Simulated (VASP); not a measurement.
Wanted: the native input for a VASP 6.6.1 run.

| Item | Value |
| --- | --- |
| Task | single point |
| Functional | LDA |
| Potentials or basis | VASP PAW LDA potentials, release 64 (Rb_sv) |
| Cutoff | 520 eV |
| k mesh | 21 × 21 × 21 |
| Occupations | methfessel-paxton, width 0.1 eV |
| Spin | no spin polarisation |
| Dipole correction | no |
| Further INCAR settings | ALGO = Normal; EDIFF = 1e-06; NBANDS = 10 |

The structure of Rb lies in POSCAR:

```
Rb
1.0
   -2.6913284240      2.6913284240      2.6913284240
    2.6913284240     -2.6913284240      2.6913284240
    2.6913284240      2.6913284240     -2.6913284240
Rb
1
Direct
    0.0000000000      0.0000000000      0.0000000000
```

These files were run (other wordings do the same):

INCAR

```
SYSTEM = Rb
PREC = Accurate
ENCUT = 520
EDIFF = 1E-6
ISMEAR = 1
SIGMA = 0.1
LREAL = .FALSE.
LASPH = .TRUE.
NELM = 100
ALGO = Normal
ISIF = 2
LWAVE = .FALSE.
LCHARG = .TRUE.
LELF = .TRUE.
LVHAR = .TRUE.
NBANDS = 10
```

KPOINTS

```
Automatic mesh
0
G
  21 21 21
  0 0 0
```

Potentials or basis: VASP PAW LDA potentials, release 64 (Rb_sv).

The run is started by

```sh
$ cat potpaw_LDA.64/Rb_sv/POTCAR > POTCAR
$ mpirun -np 1 vasp_std > vasp.out
```

It gave:

```yaml
Pressure: 0.0 GPa
Band_gap_on_the_k_mesh: zero (an odd number of electrons rules out a gap without spin polarisation)
```

Run time: 2.2 min on 1 thread of Intel(R) Xeon(R) Platinum 8375C CPU @ 2.90GHz (Ice Lake), on a shared host, peak memory 0.32 GiB.
